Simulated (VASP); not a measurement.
Here is a VASP 6.6.1 calculation.

Contents of INCAR:

```
SYSTEM = Fe
PREC = Accurate
ENCUT = 520
EDIFF = 1E-6
ISMEAR = 0
SIGMA = 0.05
LREAL = .FALSE.
LASPH = .TRUE.
NELM = 80
ALGO = Normal
ISIF = 2
LWAVE = .FALSE.
LCHARG = .TRUE.
LELF = .TRUE.
LVHAR = .TRUE.
NBANDS = 10
```

Contents of KPOINTS:

```
Automatic mesh
0
G
  22 22 22
  0 0 0
```

The input POSCAR:

```
Fe
1.0
   -1.3748523950      1.3748523950      1.3748523950
    1.3748523950     -1.3748523950      1.3748523950
    1.3748523950      1.3748523950     -1.3748523950
Fe
1
Direct
    0.0000000000      0.0000000000      0.0000000000
```

Potentials or basis: VASP PAW LDA potentials, release 64 (Fe).

Command:

```sh
$ cat potpaw_LDA.64/Fe/POTCAR > POTCAR
$ mpirun -np 1 vasp_std > vasp.out
```

Problem. Predict the band gap on the k mesh.

Solution. Zero (bands 4 and 5 overlap by 2.16 eV).

Problem. Predict the pressure.

Solution. -16.8 GPa.

Caveat: the cell stands under tension; the run has no spin polarisation, though such a crystal can be magnetic. Spin polarisation is off, so any magnetic state and its effect on volume and gap are missing.
